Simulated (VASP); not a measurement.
# ZnSiP2 (I-42d) in VASP: single point with PBEsol

Aim: the single point of ZnSiP2 with PBEsol.

All numbers are computed with VASP 6.6.1; they aren't measurements. Logs are shortened: lines on timing, memory, paths and dates and some standing lists are left out, and cuts for length are marked.

## (1) The cell of the first run

The structure is tetragonal, space group I-42d (No. 122). Conventional cell: a = 5.353 Å, b = 5.353 Å, c = 10.446 Å, α = 90.00°, β = 90.00°, γ = 90.00°. Within 3.1 Å of Zn (site symmetry -4) lie 4 P at 2.35 Å. Si (site symmetry -4) has 4 P at 2.25 Å within 3.0 Å. Within 3.0 Å of P (site symmetry 2) lie 2 Si at 2.25 Å and 2 Zn at 2.35 Å.

## (2) Single point, PBEsol

INCAR

```
PREC = Accurate
ENCUT = 520
EDIFF = 1E-7
ISMEAR = 0
SIGMA = 0.02
LREAL = F
LASPH = T
NELM = 100
ALGO = Normal
ISIF = 2
LWAVE = F
LCHARG = F
GGA = PS
NBANDS = 36
```

KPOINTS

```
regular mesh
0
Gamma
  8 8 8
```

POSCAR

```
ZnSiP2
1.0
   -2.6764329636      2.6764329636      5.2230981673
    2.6764329636     -2.6764329636      5.2230981673
    2.6764329636      2.6764329636     -5.2230981673
Zn Si P
2 2 4
Direct
    0.0000000000      0.0000000000      0.0000000000
    0.7500000000      0.2500000000      0.5000000000
    0.5000000000      0.5000000000      0.0000000000
    0.2500000000      0.7500000000      0.5000000000
    0.3750000000      0.3895429955      0.5145429955
    0.8750000000      0.8604570045      0.4854570045
    0.6104570045      0.1250000000      0.9854570045
    0.1395429955      0.6250000000      0.0145429955
```

Potentials or basis: VASP PAW PBE potentials, release 64 (Zn, Si, P).

Started as:

```console
cat potpaw_PBE.64/Zn/POTCAR potpaw_PBE.64/Si/POTCAR potpaw_PBE.64/P/POTCAR > POTCAR
mpirun -np 1 vasp_std > vasp.out
```

OUTCAR:

```text
PREC = Accurate
   ENCUT = 520
   EDIFF = 1E-7
   ISMEAR = 0
   LREAL = F
   LASPH = T
   NELM = 100
   ISIF = 2
   GGA = PS

 ion  position               nearest neighbor table
   1  0.000  0.000  0.000-   7 2.35   5 2.35   8 2.35   6 2.35
   2  0.750  0.250  0.500-   6 2.35   5 2.35   8 2.35   7 2.35
   3  0.500  0.500  0.000-   5 2.25   6 2.25   7 2.25   8 2.25
   4  0.250  0.750  0.500-   5 2.25   6 2.25   7 2.25   8 2.25
   5  0.375  0.390  0.515-   3 2.25   4 2.25   2 2.35   1 2.35
   6  0.875  0.860  0.485-   3 2.25   4 2.25   2 2.35   1 2.35
   7  0.610  0.125  0.985-   3 2.25   4 2.25   1 2.35   2 2.35
   8  0.140  0.625  0.015-   3 2.25   4 2.25   1 2.35   2 2.35

  LATTYP: Found a body centered tetragonal cell.
 ALAT       =     5.3528659272
 C/A-ratio  =     1.9515146609

  Lattice vectors:

 A1 = (  -2.6764329636,   2.6764329636,   5.2230981673)
 A2 = (   2.6764329636,  -2.6764329636,   5.2230981673)
 A3 = (   2.6764329636,   2.6764329636,  -5.2230981673)

Analysis of symmetry for initial positions (statically):
=====================================================================
 Subroutine PRICEL returns:
 Original cell was already a primitive cell.

 Routine SETGRP: Setting up the symmetry group for a
 body centered tetragonal supercell.

 Subroutine GETGRP returns: Found  8 space group operations
 (whereof  4 operations were pure point group operations)
 out of a pool of 16 trial point group operations.

The static configuration has the point symmetry S_4 .
 The point group associated with its full space group is D_2d.

Analysis of symmetry for dynamics (positions and initial velocities):
=====================================================================
 Subroutine PRICEL returns:
 Original cell was already a primitive cell.

 Routine SETGRP: Setting up the symmetry group for a
 body centered tetragonal supercell.

 Subroutine GETGRP returns: Found  8 space group operations
 (whereof  4 operations were pure point group operations)
 out of a pool of 16 trial point group operations.

The dynamic configuration has the point symmetry S_4 .
 The point group associated with its full space group is D_2d.

 Subroutine INISYM returns: Found  8 space group operations
 (whereof  4 operations are pure point group operations),
 and found     1 'primitive' translations

----------------------------------------------------------------------------------------

                                     Primitive cell

  volume of cell :     149.6583

  direct lattice vectors                    reciprocal lattice vectors
    -2.676432964  2.676432964  5.223098167     0.000000000  0.186815813  0.095728624
     2.676432964 -2.676432964  5.223098167     0.186815813  0.000000000  0.095728624
     2.676432964  2.676432964 -5.223098167     0.186815813  0.186815813  0.000000000

  length of vectors
     6.450375282  6.450375282  6.450375282     0.209914548  0.209914548  0.264197456

  position of ions in fractional coordinates (direct lattice)
     0.000000000  0.000000000  0.000000000
     0.750000000  0.250000000  0.500000000
     0.500000000  0.500000000  0.000000000
     0.250000000  0.750000000  0.500000000
     0.375000000  0.389542996  0.514542996
     0.875000000  0.860457004  0.485457004
     0.610457004  0.125000000  0.985457004
     0.139542996  0.625000000  0.014542996

  ion indices of the primitive-cell ions
   primitive index   ion index
                 1           1
                 2           2
                 3           3
                 4           4
                 5           5
                 6           6
                 7           7
                 8           8

----------------------------------------------------------------------------------------

 KPOINTS: regular mesh

Automatic generation of k-mesh.
 Grid dimensions read from file:
 generate k-points for:    8    8    8

 Generating k-lattice:

  Cartesian coordinates                     Fractional coordinates (reciprocal lattice)
     0.000000000  0.023351977  0.011966078     0.125000000  0.000000000 -0.000000000
     0.023351977  0.000000000  0.011966078     0.000000000  0.125000000 -0.000000000
     0.023351977  0.023351977  0.000000000     0.000000000  0.000000000  0.125000000

  Length of vectors
     0.026239318  0.026239318  0.033024682

  Shift w.r.t. Gamma in fractional coordinates (k-lattice)
     0.000000000  0.000000000  0.000000000

 Subroutine IBZKPT returns following result:
 ===========================================

 Found     59 irreducible k-points:

 Following reciprocal coordinates:
            Coordinates               Weight
  0.000000  0.000000  0.000000      1.000000
  0.125000 -0.000000  0.000000      8.000000
  0.250000 -0.000000  0.000000      8.000000
  0.375000 -0.000000  0.000000      8.000000
  0.500000 -0.000000  0.000000      4.000000
  0.125000  0.125000  0.000000      8.000000
[... 16 lines left out ...]
  0.250000  0.125000  0.125000     16.000000
  0.375000  0.125000  0.125000      8.000000
 [... further k-points ...]
   k-points           NKPTS =     59   k-points in BZ     NKDIM =     59   number of bands    NBANDS=     36
   number of dos      NEDOS =    301   number of ions     NIONS =      8
   total plane-waves  NPLWV = 110592
   dimension x,y,z NGX =    48 NGY =   48 NGZ =   48
   dimension x,y,z NGXF=    96 NGYF=   96 NGZF=   96
   ions per type =               2   2   4
   NGX,Y,Z   is equivalent  to a cutoff of  12.37, 12.37, 12.37 a.u.
   NGXF,Y,Z  is equivalent  to a cutoff of  24.74, 24.74, 24.74 a.u.
 SYSTEM =  unknown system
   PREC   = accura    normal or accurate (medium, high low for compatibility)
   ISTART =      0    job   : 0-new  1-cont  2-samecut
   ICHARG =      2    charge: 1-file 2-atom 10-const
   ISPIN  =      1    spin polarized calculation?
   LNONCOLLINEAR =      F non collinear calculations
   LSORBIT =      F    spin-orbit coupling
   LASPH  =      T    aspherical Exc in radial PAW
   ENCUT  =  520.0 eV  38.22 Ry    6.18 a.u.  11.99 11.99 11.99*2*pi/ulx,y,z
   NELM   =    100;   NELMIN=  2; NELMDL= -5     # of ELM steps
   EDIFF  = 0.1E-06   stopping-criterion for ELM
   LREAL  =      F    real-space projection
   EDIFFG = 0.1E-05   stopping-criterion for IOM
   NSW    =      0    number of steps for IOM
   IBRION =     -1    ionic relax: 0-MD 1-quasi-New 2-CG
   NFREE  =      0    steps in history (QN), initial steepest desc. (CG)
   ISIF   =      2    stress and relaxation
   ISYM   =      2    0-nonsym 1-usesym 2-fastsym
   POTIM  = 0.5000    time-step for ionic-motion
   TEBEG  =    0.0;   TEEND  =   0.0 temperature during run
   PSTRESS=    0.0 pullay stress
   NELECT =      52.0000    total number of electrons
   NUPDOWN=      -1.0000    fix difference up-down
   EMIN   =  10.00;   EMAX   =-10.00  energy-range for DOS
   EFERMI =   0.00;   METHOD = LEGACY
   ISMEAR =     0;   SIGMA  =   0.02  broadening in eV -4-tet -1-fermi 0-gaus
   EFERMI_NEDOS =   21; number of points for ismear=-14 and -15
   IALGO  =     38    algorithm
   IMIX   =      4    mixing-type and parameters
     AMIX     =   0.40;   BMIX     =  1.00
     AMIX_MAG =   1.60;   BMIX_MAG =  1.00
  volume/ion in A,a.u.               =      18.71       126.24
  Fermi-wavevector in a.u.,A,eV,Ry     =   1.150912  2.174909 18.022271  1.324600
  Thomas-Fermi vector in A             =   2.287573
   LORBIT       =      0    0 simple, 1 ext, 2 COOP (PROOUT), +10 PAW based schemes
   GGA     = PS    functional components
   LHFCALC =     F    Hartree Fock is set to
   AEXX    =    0.0000 exact exchange contribution
   IVDW    =     0    specifies the selected vdW correction
   LEPSILON=     F    determine dielectric tensor
   LRPA    =     F    only Hartree local field effects (RPA)
 non-spin polarized calculation
 Gauss-broadening in eV      SIGMA  =   0.02
  energy-cutoff  :      520.00
  volume of cell :      149.66
 maximum number of plane-waves:      4054
   NGX = 23   NGY = 23   NGZ = 23

 number of electron      52.0000024 magnetization

 Free energy of the ion-electron system (eV)
  ---------------------------------------------------
  ext. energy  EPLUGINS =         0.00000000
  ---------------------------------------------------
  free energy    TOTEN  =       -40.23703516 eV

  energy without entropy =      -40.23703516  energy(sigma->0) =      -40.23703516

 E-fermi :   4.7708     XC(G=0): -10.0209

 val. band max:        4.6849076747   @ k =   0.0000   0.0000   0.0000
 cond. band min:       5.8479839414   @ k =   0.0000   0.0000   0.0000
 fundamental gap:      1.1630762667
 Fermi energy:         4.7707671355

 k-point     1 :       0.0000    0.0000    0.0000
  band No.  band energies     occupation
      1      -8.4463      2.00000
      2      -5.4703      2.00000
      3      -5.4638      2.00000
      4      -5.4638      2.00000
      5      -3.9298      2.00000
      6      -2.2288      2.00000
[... 28 lines left out ...]
     35       9.9130      0.00000
     36      10.2777      0.00000

 k-point     2 :       0.1250   -0.0000    0.0000
  band No.  band energies     occupation
      1      -8.3733      2.00000
      2      -5.6491      2.00000
      3      -5.5288      2.00000
      4      -5.4942      2.00000
      5      -3.7626      2.00000
      6      -2.2569      2.00000
[... 28 lines left out ...]
     35       9.7999      0.00000
     36      10.3330      0.00000

 k-point     3 :       0.2500   -0.0000    0.0000
  band No.  band energies     occupation
      1      -8.1623      2.00000
      2      -6.0678      2.00000
      3      -5.6566      2.00000
      4      -5.5755      2.00000
      5      -3.4373      2.00000
      6      -2.4136      2.00000
[... 28 lines left out ...]
     35       9.7073      0.00000
     36      10.5201      0.00000
[... 742 lines left out ...]
 k-point    23 :       0.2500    0.1250    0.1250
  band No.  band energies     occupation
      1      -7.6598      2.00000
      2      -6.5524      2.00000
      3      -5.9664      2.00000
      4      -5.7139      2.00000
      5      -3.0352      2.00000
      6      -2.5449      2.00000
[... 28 lines left out ...]
     35      10.1801      0.00000
     36      10.4687      0.00000

 k-point    24 :       0.3750    0.1250    0.1250
  band No.  band energies     occupation
      1      -7.4529      2.00000
      2      -6.7857      2.00000
      3      -5.9942      2.00000
      4      -5.7594      2.00000
      5      -2.9445      2.00000
      6      -2.5795      2.00000
[... 28 lines left out ...]
     35       9.8399      0.00000
     36      10.3368      0.00000

 [... further k-points ...]

------------------------ aborting loop because EDIFF is reached ----------------------------------------

  FORCE on cell =-STRESS in cart. coord.  units (eV):
  Direction    XX          YY          ZZ          XY          YZ          ZX
  --------------------------------------------------------------------------------------
  -------------------------------------------------------------------------------------
  Total        0.1383808      0.1383808      0.1262380      0.0000000      0.0000000      0.0000000
  in kB        1.4814446      1.4814446      1.3514488      0.0000000      0.0000000      0.0000000
  external PRESSURE =       1.4381127 kB  Pullay stress =       0.0000000 kB

 VOLUME and BASIS-vectors are now :
 -----------------------------------------------------------------------------
  energy-cutoff  :      520.00
  volume of cell :      149.66
      direct lattice vectors                 reciprocal lattice vectors
    -2.676432964  2.676432964  5.223098167     0.000000000  0.186815813  0.095728624
     2.676432964 -2.676432964  5.223098167     0.186815813  0.000000000  0.095728624
     2.676432964  2.676432964 -5.223098167     0.186815813  0.186815813  0.000000000

 POSITION                                       TOTAL-FORCE (eV/Angst)
 -----------------------------------------------------------------------------------
      0.00000      0.00000      0.00000        -0.000000     -0.000000     -0.000000
      0.00000      2.67643      2.61155        -0.000000      0.000000     -0.000000
      0.00000      0.00000      5.22310        -0.000000     -0.000000      0.000000
      2.67643      0.00000      2.61155        -0.000000      0.000000      0.000000
      1.41606      1.33822      1.30577         0.016073     -0.000000     -0.000000
      1.26037      1.33822      6.52887        -0.016073      0.000000     -0.000000
      1.33822      3.93680     -1.30577        -0.000000     -0.016073     -0.000000
      1.33822     -1.26037      3.91732        -0.000000      0.016073     -0.000000
 -----------------------------------------------------------------------------------
    total drift:                                0.000010      0.000010      0.000003

  FREE ENERGIE OF THE ION-ELECTRON SYSTEM (eV)
  ---------------------------------------------------
  free  energy   TOTEN  =       -40.2370351629 eV

  energy  without entropy=      -40.2370351629  energy(sigma->0) =      -40.23703516
```

Run time: 5.4 min. Hardware: 1 thread of Intel Xeon Platinum 8375C at 2.90GHz (Ice Lake), shared host; peak memory 0.49 GiB.

Results:

```yaml
Free_energy: -40.2370 eV
Pressure: 0.1 GPa
Largest_force: 0.016 eV/Å
Band_gap_on_the_k_mesh: 1.16 eV
```

Forces in eV/Å, atoms in the order of the input:
```
Zn   0.000  0.000  0.000
Zn   0.000  0.000  0.000
Si   0.000  0.000  0.000
Si   0.000  0.000  0.000
P    0.016  0.000  0.000
P   -0.016  0.000  0.000
P    0.000 -0.016  0.000
P    0.000  0.016  0.000
```

Caveat: the PAW data sets were made with another functional, which shifts forces and pressure a little. A k mesh can miss the band edges.
